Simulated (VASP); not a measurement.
# Sn in VASP: a series of runs, part 2 of 2

VASP 6.6.1.

### Step 3. Single point, PBEsol

Input file INCAR:

```
  ALGO = Normal
  EDIFF = 1E-6
  ENCUT = 500
  GGA = PS
  GGA_COMPAT = False
  ISIF = 2
  ISMEAR = -1
  LASPH = True
  LCHARG = False
  LREAL = False
  LWAVE = False
  NBANDS = 21
  NELM = 120
  PREC = Accurate
  SIGMA = 0.05
```

Input file KPOINTS:

```
k-points
0
Gamma
  5 5 5
```

Input file POSCAR:

```
Sn
1.0
    0.0000000000      3.2333428000      3.2333428000
    3.2333428000      0.0000000000      3.2333428000
    3.2333428000      3.2333428000      0.0000000000
Sn
2
Direct
    0.7500000000      0.7500000000      0.7500000000
    0.5000000000      0.5000000000      0.5000000000
```

Potentials or basis: VASP PAW PBE potentials, release 64 (Sn_d).

Started as:

```bash
$ cat potpaw_PBE.64/Sn_d/POTCAR > POTCAR
$ mpirun -np 1 vasp_std > vasp.out
```

OUTCAR:

```text
EDIFF = 1E-6
   ENCUT = 500
   GGA = PS
   ISIF = 2
   ISMEAR = -1
   LASPH = True
   LREAL = False
   NELM = 120
   PREC = Accurate

 ion  position               nearest neighbor table
   1  0.750  0.750  0.750-   2 2.80   2 2.80   2 2.80   2 2.80
   2  0.500  0.500  0.500-   1 2.80   1 2.80   1 2.80   1 2.80

  LATTYP: Found a face centered cubic cell.
 ALAT       =     6.4666856000

  Lattice vectors:

 A1 = (   0.0000000000,   3.2333428000,   3.2333428000)
 A2 = (   3.2333428000,   0.0000000000,   3.2333428000)
 A3 = (   3.2333428000,   3.2333428000,   0.0000000000)

Analysis of symmetry for initial positions (statically):
=====================================================================
 Subroutine PRICEL returns:
 Original cell was already a primitive cell.

 Routine SETGRP: Setting up the symmetry group for a
 face centered cubic supercell.

 Subroutine GETGRP returns: Found 48 space group operations
 (whereof 24 operations were pure point group operations)
 out of a pool of 48 trial point group operations.

The static configuration has the point symmetry T_d .
 The point group associated with its full space group is O_h .

Analysis of symmetry for dynamics (positions and initial velocities):
=====================================================================
 Subroutine PRICEL returns:
 Original cell was already a primitive cell.

 Routine SETGRP: Setting up the symmetry group for a
 face centered cubic supercell.

 Subroutine GETGRP returns: Found 48 space group operations
 (whereof 24 operations were pure point group operations)
 out of a pool of 48 trial point group operations.

The dynamic configuration has the point symmetry T_d .
 The point group associated with its full space group is O_h .

 Subroutine INISYM returns: Found 48 space group operations
 (whereof 24 operations are pure point group operations),
 and found     1 'primitive' translations

----------------------------------------------------------------------------------------

                                     Primitive cell

  volume of cell :      67.6060

  direct lattice vectors                    reciprocal lattice vectors
     0.000000000  3.233342800  3.233342800    -0.154638723  0.154638723  0.154638723
     3.233342800  0.000000000  3.233342800     0.154638723 -0.154638723  0.154638723
     3.233342800  3.233342800  0.000000000     0.154638723  0.154638723 -0.154638723

  length of vectors
     4.572637240  4.572637240  4.572637240     0.267842124  0.267842124  0.267842124

  position of ions in fractional coordinates (direct lattice)
     0.750000000  0.750000000  0.750000000
     0.500000000  0.500000000  0.500000000

  ion indices of the primitive-cell ions
   primitive index   ion index
                 1           1
                 2           2

----------------------------------------------------------------------------------------

 KPOINTS: k-points

Automatic generation of k-mesh.
 Grid dimensions read from file:
 generate k-points for:    5    5    5

 Generating k-lattice:

  Cartesian coordinates                     Fractional coordinates (reciprocal lattice)
    -0.030927745  0.030927745  0.030927745     0.200000000  0.000000000  0.000000000
     0.030927745 -0.030927745  0.030927745     0.000000000  0.200000000  0.000000000
     0.030927745  0.030927745 -0.030927745     0.000000000  0.000000000  0.200000000

  Length of vectors
     0.053568425  0.053568425  0.053568425

  Shift w.r.t. Gamma in fractional coordinates (k-lattice)
     0.000000000  0.000000000  0.000000000

 Subroutine IBZKPT returns following result:
 ===========================================

 Found     10 irreducible k-points:

 Following reciprocal coordinates:
            Coordinates               Weight
  0.000000  0.000000  0.000000      1.000000
  0.200000  0.000000  0.000000      8.000000
  0.400000  0.000000  0.000000      8.000000
  0.200000  0.200000  0.000000      6.000000
  0.400000  0.200000  0.000000     24.000000
 -0.400000  0.200000  0.000000     24.000000
 -0.200000  0.200000  0.000000     12.000000
  0.400000  0.400000  0.000000      6.000000
 -0.400000  0.400000  0.000000     12.000000
 -0.400000  0.400000  0.200000     24.000000
   k-points           NKPTS =     10   k-points in BZ     NKDIM =     10   number of bands    NBANDS=     21
   number of dos      NEDOS =    301   number of ions     NIONS =      2
   total plane-waves  NPLWV =  46656
   dimension x,y,z NGX =    36 NGY =   36 NGZ =   36
   dimension x,y,z NGXF=    72 NGYF=   72 NGZF=   72
   ions per type =               2
   NGX,Y,Z   is equivalent  to a cutoff of  13.09, 13.09, 13.09 a.u.
   NGXF,Y,Z  is equivalent  to a cutoff of  26.18, 26.18, 26.18 a.u.
 SYSTEM =  unknown system
   PREC   = accura    normal or accurate (medium, high low for compatibility)
   ISTART =      0    job   : 0-new  1-cont  2-samecut
   ICHARG =      2    charge: 1-file 2-atom 10-const
   ISPIN  =      1    spin polarized calculation?
   LNONCOLLINEAR =      F non collinear calculations
   LSORBIT =      F    spin-orbit coupling
   LASPH  =      T    aspherical Exc in radial PAW
   ENCUT  =  500.0 eV  36.75 Ry    6.06 a.u.   8.34  8.34  8.34*2*pi/ulx,y,z
   NELM   =    120;   NELMIN=  2; NELMDL= -5     # of ELM steps
   EDIFF  = 0.1E-05   stopping-criterion for ELM
   LREAL  =      F    real-space projection
   EDIFFG = 0.1E-04   stopping-criterion for IOM
   NSW    =      0    number of steps for IOM
   IBRION =     -1    ionic relax: 0-MD 1-quasi-New 2-CG
   NFREE  =      0    steps in history (QN), initial steepest desc. (CG)
   ISIF   =      2    stress and relaxation
   ISYM   =      2    0-nonsym 1-usesym 2-fastsym
   POTIM  = 0.5000    time-step for ionic-motion
   TEBEG  =    0.0;   TEEND  =   0.0 temperature during run
   PSTRESS=    0.0 pullay stress
   NELECT =      28.0000    total number of electrons
   NUPDOWN=      -1.0000    fix difference up-down
   EMIN   =  10.00;   EMAX   =-10.00  energy-range for DOS
   EFERMI =   0.00;   METHOD = LEGACY
   ISMEAR =    -1;   SIGMA  =   0.05  broadening in eV -4-tet -1-fermi 0-gaus
   EFERMI_NEDOS =   21; number of points for ismear=-14 and -15
   IALGO  =     38    algorithm
   IMIX   =      4    mixing-type and parameters
     AMIX     =   0.40;   BMIX     =  1.00
     AMIX_MAG =   1.60;   BMIX_MAG =  1.00
  volume/ion in A,a.u.               =      33.80       228.11
  Fermi-wavevector in a.u.,A,eV,Ry     =   1.220298  2.306028 20.260793  1.489126
  Thomas-Fermi vector in A             =   2.355520
   LORBIT       =      0    0 simple, 1 ext, 2 COOP (PROOUT), +10 PAW based schemes
   GGA     = PS    functional components
   LHFCALC =     F    Hartree Fock is set to
   AEXX    =    0.0000 exact exchange contribution
   IVDW    =     0    specifies the selected vdW correction
   LEPSILON=     F    determine dielectric tensor
   LRPA    =     F    only Hartree local field effects (RPA)
 non-spin polarized calculation
  energy-cutoff  :      500.00
  volume of cell :       67.61
 maximum number of plane-waves:      1759
 NGX is ok and might be reduce to    36

 number of electron      28.0000008 magnetization

 Free energy of the ion-electron system (eV)
  ---------------------------------------------------
  ext. energy  EPLUGINS =         0.00000000
  ---------------------------------------------------
  free energy    TOTEN  =        -8.37514951 eV

  energy without entropy =       -8.37111458  energy(sigma->0) =       -8.37313205

 E-fermi :   5.5733     XC(G=0):  -9.1023

 val. band max:        5.1187506197   @ k =   0.2000   0.0000   0.0000
 cond. band min:       5.6356380882   @ k =   0.4000   0.0000   0.0000
 fundamental gap:      0.5168874684
 Fermi energy:         5.5733374173

 k-point     1 :       0.0000    0.0000    0.0000
  band No.  band energies     occupation
      1     -15.9985      2.00000
      2     -15.9985      2.00000
      3     -15.9985      2.00000
      4     -15.9369      2.00000
      5     -15.9369      2.00000
      6     -15.6160      2.00000
[... 13 lines left out ...]
     20      13.6048      0.00000
     21      13.6048      0.00000
[... 193 lines left out ...]
 k-point    10 :      -0.4000    0.4000    0.2000
  band No.  band energies     occupation
      1     -16.0685      2.00000
      2     -16.0603      2.00000
      3     -15.9038      2.00000
      4     -15.8237      2.00000
      5     -15.8060      2.00000
      6     -15.7752      2.00000
[... 13 lines left out ...]
     20      14.1022      0.00000
     21      16.0755      0.00000

------------------------ aborting loop because EDIFF is reached ----------------------------------------

  FORCE on cell =-STRESS in cart. coord.  units (eV):
  Direction    XX          YY          ZZ          XY          YZ          ZX
  --------------------------------------------------------------------------------------
  -------------------------------------------------------------------------------------
  Total        0.7136607      0.7136607      0.7136607      0.0000000      0.0000000      0.0000000
  in kB       16.9128633     16.9128633     16.9128633      0.0000000      0.0000000      0.0000000
  external PRESSURE =      16.9128633 kB  Pullay stress =       0.0000000 kB

 VOLUME and BASIS-vectors are now :
 -----------------------------------------------------------------------------
  energy-cutoff  :      500.00
  volume of cell :       67.61
      direct lattice vectors                 reciprocal lattice vectors
     0.000000000  3.233342800  3.233342800    -0.154638723  0.154638723  0.154638723
     3.233342800  0.000000000  3.233342800     0.154638723 -0.154638723  0.154638723
     3.233342800  3.233342800  0.000000000     0.154638723  0.154638723 -0.154638723

 POSITION                                       TOTAL-FORCE (eV/Angst)
 -----------------------------------------------------------------------------------
      4.85001      4.85001      4.85001         0.000000      0.000000      0.000000
      3.23334      3.23334      3.23334        -0.000000     -0.000000     -0.000000
 -----------------------------------------------------------------------------------
    total drift:                                0.000000      0.000000      0.000000

  FREE ENERGIE OF THE ION-ELECTRON SYSTEM (eV)
  ---------------------------------------------------
  free  energy   TOTEN  =        -8.3751495140 eV

  energy  without entropy=       -8.3711145844  energy(sigma->0) =       -8.37313205
```

stdout:

```text
POSCAR found type information on POSCAR Sn
 POSCAR found :  1 types and       2 ions
 scaLAPACK will be used
 -----------------------------------------------------------------------------
|                                                                             |
|                                                                             |
|     You enforced a specific xc type in the INCAR file but a different       |
|     I HOPE YOU KNOW WHAT YOU ARE DOING!                                     |
|                                                                             |
 -----------------------------------------------------------------------------

 LDA part: xc-table for (Slater+PW92), standard interpolation
 POSCAR, INCAR and KPOINTS ok, starting setup
 FFT: planning ... GRIDC
 FFT: planning ... GRID_SOFT
 FFT: planning ... GRID
 WAVECAR not read
 entering main loop
```

Wall time 16 s (1 thread of Intel Xeon 6975P-C, shared host); peak memory 0.2 GiB.

What came out:

```
Free energy            : -8.3751 eV
Pressure               : 1.7 GPa
Band gap on the k mesh : zero (band 14 reaches 5.70 eV, above the bottom of band 15 at 5.64 eV)
```

Caveat: the PAW data sets were made with another functional, which shifts forces and pressure a little; spin-orbit coupling is left out, which moves the levels of the heavy elements.

### Step 4. Single point, PBEsol (volume scaled by 0.94)

Input file INCAR:

```
SYSTEM = Sn
PREC = Accurate
ENCUT = 520
EDIFF = 1E-6
ISMEAR = -1
SIGMA = 0.05
LREAL = .False.
LASPH = .True.
NELM = 60
ALGO = Fast
ISIF = 2
LWAVE = .False.
LCHARG = .False.
GGA = PS
NBANDS = 21
```

Input file KPOINTS:

```
Automatic mesh
0
Gamma
  7 7 7
  0 0 0
```

Input file POSCAR:

```
Sn
1.0
    0.0000000000      3.1673376916      3.1673376916
    3.1673376916      0.0000000000      3.1673376916
    3.1673376916      3.1673376916      0.0000000000
Sn
2
Direct
    0.7500000000      0.7500000000      0.7500000000
    0.5000000000      0.5000000000      0.5000000000
```

Started as:

```bash
$ cat potpaw_PBE.64/Sn_d/POTCAR > POTCAR
$ mpirun -np 1 vasp_std > vasp.out
```

Run time: 38 s. Hardware: 1 thread of Intel Xeon 8259CL, shared host; peak memory 0.2 GiB.

The run converged. Its results:

```
Free energy            : -8.3577 eV
Pressure               : 4.9 GPa
Band gap on the k mesh : zero (filled and empty bands touch)
```

Levels at points of the mesh, in eV from the Fermi level:
```tsv
k point	band 12	band 13	band 14	band 15	band 16	band 17
(0.00, 0.00, 0.00)	-0.21	0.05	0.05	0.05	2.12	2.12
```

Caveat: the PAW data sets were made with another functional, which shifts forces and pressure a little; spin-orbit coupling is left out, which moves the levels of the heavy elements.

### Step 5. Single point, PBEsol (volume scaled by 0.96)

Input file INCAR:

```
SYSTEM = Sn
ALGO = Normal
EDIFF = 1E-7
ENCUT = 520
GGA = PS
ISIF = 2
ISMEAR = -1
LASPH = .TRUE.
LCHARG = .FALSE.
LREAL = .FALSE.
LWAVE = .FALSE.
NBANDS = 21
NELM = 80
PREC = Accurate
SIGMA = 0.05
```

Input file KPOINTS:

```
k-points
0
G
  7 7 7
  0 0 0
```

Input file POSCAR:

```
Sn
1.0
    0.0000000000      3.1896436215      3.1896436215
    3.1896436215      0.0000000000      3.1896436215
    3.1896436215      3.1896436215      0.0000000000
Sn
2
Direct
    0.7500000000      0.7500000000      0.7500000000
    0.5000000000      0.5000000000      0.5000000000
```

Started as:

```bash
$ cat potpaw_PBE.64/Sn_d/POTCAR > POTCAR
$ mpirun -np 1 vasp_std > vasp.out
```

Wall time 42 s (1 thread of Intel Xeon 8259CL, shared host); peak memory 0.2 GiB.

It converged, with:

```yaml
Free_energy: -8.3946 eV
Pressure: 3.7 GPa
Band_gap_on_the_k_mesh: zero (band 14 reaches 6.14 eV, above the bottom of band 15 at 6.13 eV)
```

Levels at points of the mesh, in eV from the Fermi level:
| k point | band 11 | band 12 | band 13 | band 14 | band 15 | band 16 | band 17 | band 18 |
| --- | --- | --- | --- | --- | --- | --- | --- | --- |
| (0.00, 0.00, 0.00) | -10.99 | -0.33 | 0.08 | 0.08 | 0.08 | 2.15 | 2.15 | 2.15 |

Caveat: the PAW data sets were made with another functional, which shifts forces and pressure a little; spin-orbit coupling is left out, which moves the levels of the heavy elements.

### Step 6. Single point, PBEsol (volume scaled by 0.98)

Input file INCAR:

```
PREC = Accurate ; ENCUT = 520
EDIFF = 1E-6 ; ISMEAR = -1
SIGMA = 0.05 ; LREAL = False
LASPH = True ; NELM = 60
ALGO = Normal ; ISIF = 2
LWAVE = False ; LCHARG = False
GGA = PS ; NBANDS = 21
```

Input file KPOINTS:

```
regular mesh
0
Gamma
  7 7 7
```

Input file POSCAR:

```
Sn
1.0
    0.0000000000      3.2116418589      3.2116418589
    3.2116418589      0.0000000000      3.2116418589
    3.2116418589      3.2116418589      0.0000000000
Sn
2
Direct
    0.7500000000      0.7500000000      0.7500000000
    0.5000000000      0.5000000000      0.5000000000
```

Potentials or basis: VASP PAW PBE potentials, release 64 (Sn_d).

Started as:

```bash
$ cat potpaw_PBE.64/Sn_d/POTCAR > POTCAR
$ mpirun -np 1 vasp_std > vasp.out
```

It took 34 s on 1 thread of Intel Xeon 8259CL, shared host; peak memory 0.2 GiB.

It converged, with:

```
Free energy            : -8.4212 eV
Pressure               : 2.5 GPa
Band gap on the k mesh : zero (band 14 reaches 5.91 eV, above the bottom of band 15 at 5.86 eV)
```

Levels at points of the mesh, in eV from the Fermi level:
```tsv
k point	band 12	band 13	band 14	band 15	band 16	band 17
(0.00, 0.00, 0.00)	-0.45	0.12	0.12	0.12	2.18	2.18
```

Caveat: the PAW data sets were made with another functional, which shifts forces and pressure a little; spin-orbit coupling is left out, which moves the levels of the heavy elements.

### Step 7. Overview

| level | cell | k mesh | cutoff (eV) | gap on the mesh (eV) | pressure (GPa) |
| --- | --- | --- | --- | --- | --- |
| PBE | a = 4.573 Å, angles 60.0°, 2 atoms | 7 × 7 × 7 | 520 | none | 3.9 |
| PBEsol | a = 4.573 Å, angles 60.0°, 2 atoms | 5 × 5 × 5 | 500 | none | 1.7 |
| PBEsol | a = 4.479 Å, angles 60.0°, 2 atoms | 7 × 7 × 7 | 520 | none | 4.9 |
| PBEsol | a = 4.511 Å, angles 60.0°, 2 atoms | 7 × 7 × 7 | 520 | none | 3.7 |
| PBEsol | a = 4.542 Å, angles 60.0°, 2 atoms | 7 × 7 × 7 | 520 | none | 2.5 |

Some of these runs hold the atoms at other places in the same cell, which the table doesn't show; runs alike in all that it shows share one row.

Alike in all rows: task single point; potentials or basis VASP PAW PBE potentials, release 64 (Sn_d); no spin polarisation; smearing fermi-dirac 0.05 eV.

Caveats: spin-orbit coupling is left out, which moves the levels of the heavy elements; the PAW data sets were made with another functional, which shifts forces and pressure a little (some runs).

Absolute energies hang on the potentials; compare differences alone.
